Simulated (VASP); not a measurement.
# TiAl: single point with r2SCAN

TiAl:

```
Ti Al
1.0
     2.76769    0.00000    0.00000
     0.00000    2.76769    0.00000
     0.00000    0.00000    4.10236
Ti Al
1 1
Direct
  0.50000 0.50000 0.50000
  0.00000 0.00000 0.00000
```

This cell differs from its parent crystal: biaxial strain in the a-b plane: -1.5 %.

```json
{
  "Program": "VASP 6.6.1",
  "Task": "single point",
  "Functional": "r2SCAN",
  "Potentials or basis": "VASP PAW PBE potentials, release 64 (Ti_sv, Al)",
  "Cutoff": "520 eV",
  "k mesh": "18 × 18 × 14",
  "Occupations": "gaussian, width 0.1 eV",
  "Spin": "no spin polarisation",
  "Dipole correction": "no",
  "Further INCAR settings": "ALGO = Normal; EDIFF = 1e-06; NBANDS = 14"
}
```

```json
{
  "Pressure": "2.9 GPa",
  "Band gap on the k mesh": "zero (an odd number of electrons rules out a gap without spin polarisation)"
}
```

Stress tensor (GPa, compression positive):
```
3.79 0.00 0.00
0.00 3.79 0.00
0.00 0.00 1.13
```

Levels at points of the mesh, in eV from the Fermi level:
```
           k point  band 5  band 6  band 7  band 8  band 9  band 10  band 11  band 12
(0.00, 0.00, 0.00)   -9.76   -2.10   -1.00   -0.78    2.52     2.52     3.93     6.47
(0.50, 0.00, 0.00)   -4.94   -4.75   -1.95   -0.28    2.21     2.92     4.76     5.12
(0.50, 0.50, 0.00)   -3.27   -0.45   -0.45   -0.36   -0.23    -0.23     4.64     5.85
(0.00, 0.00, 0.50)   -8.28   -5.74   -0.84    0.62    2.19     2.19     3.94     8.47
(0.50, 0.00, 0.50)   -5.19   -3.38   -1.30   -1.29    1.50     2.25     2.71     4.13
(0.50, 0.50, 0.50)   -2.67   -2.38   -2.38    2.43    2.44     2.66     4.51     4.51
```

It took 9.4 min on 1 thread of AMD EPYC 7R13 Processor (Zen 3) (shared host), peak memory 0.29 GiB.

Caveat: the cell differs from its parent crystal (biaxial strain in the a-b plane: -1.5 %); the PAW data sets were made with another functional, which shifts forces and pressure a little.
